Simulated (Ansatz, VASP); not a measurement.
## Ba in VASP and in Ansatz

The input POSCAR:

```
Ba
1.0
   -2.5367939014      2.5367939014      2.5367939014
    2.5367939014     -2.5367939014      2.5367939014
    2.5367939014      2.5367939014     -2.5367939014
Ba
1
Direct
    0.0000000000      0.0000000000      0.0000000000
```

Contents of INCAR.step1:

```
SYSTEM = Ba
ALGO     = Normal         ! electronic algorithm
EDIFF    = 1E-4           ! SCF threshold, eV
ENCUT    = 520            ! plane-wave cutoff, eV
GGA      = PE             ! functional
ISMEAR   = 0              ! smearing method
LASPH    = .True.         ! aspherical terms in the spheres
LCHARG   = .False.        ! write CHGCAR
LREAL    = .False.        ! projectors in reciprocal space
LWAVE    = .True.         ! write WAVECAR
NBANDS   = 11             ! bands
NELM     = 100            ! most SCF steps
PREC     = Accurate       ! precision mode
SIGMA    = 1.0            ! smearing width, eV
```

The input INCAR.step2:

```
SYSTEM = Ba
ALGO     = Normal         ! electronic algorithm
EDIFF    = 1E-7           ! SCF threshold, eV
ENCUT    = 520            ! plane-wave cutoff, eV
ISIF     = 2              ! what is computed and relaxed
ISMEAR   = 0              ! smearing method
ISTART   = 1            
LASPH    = .True.         ! aspherical terms in the spheres
LCHARG   = .False.        ! write CHGCAR
LMIXTAU  = .True.       
LREAL    = .False.        ! projectors in reciprocal space
LWAVE    = .False.        ! write WAVECAR
METAGGA  = R2SCAN         ! meta-GGA
NBANDS   = 11             ! bands
NELM     = 100            ! most SCF steps
PREC     = Accurate       ! precision mode
SIGMA    = 1.0            ! smearing width, eV
```

File KPOINTS:

```
k-points
0
Gamma
  9 9 9
  0 0 0
```

Input for Ansatz:

```yaml
crystal:
  lattice:
    - [-2.5367939014, 2.5367939014, 2.5367939014]
    - [2.5367939014, -2.5367939014, 2.5367939014]
    - [2.5367939014, 2.5367939014, -2.5367939014]
  atoms:
    - { symbol: Ba, position: [0.0, 0.0, 0.0] }
hamiltonian:
  xc: r2scan
  pseudopotentials:
    kind: paw
    azcp:
      Ba: "pseudopotentials/Ba.paw.azcp"
basis:
  ecutwfc: 500
  fft_grid_basis: typed
kpoints:
  mp_grid: { grid: [9, 9, 9], shift: [0, 0, 0] }
magnetization:
  spin_polarized: false
scf:
  occupations: { method: gaussian, width: 1.0 }
  lower_state_search: "off"
output:
  stress: true
```

Alike in both runs: task single point; functional r2SCAN; k mesh 9 × 9 × 9; occupations gaussian, width 1 eV; no spin polarisation.

|  | VASP | Ansatz |
| --- | --- | --- |
| version | VASP 6.6.1 | Ansatz 0.2.0 |
| potentials or method | VASP PAW PBE potentials, release 64 (Ba_sv), cutoff 520 eV | plane waves (500 eV) with PAW, scalar-relativistic |
| valence electrons in the cell | 10 | 10 |

```tsv
	VASP	Ansatz	Ansatz less VASP
pressure (GPa)	0.5	0.5	-0.06
```

VASP's potentials were made for PBE, not for r2SCAN. The functional is the same, so the differences come from potentials, cutoffs and numerics.

Neither program's run includes spin-orbit coupling.
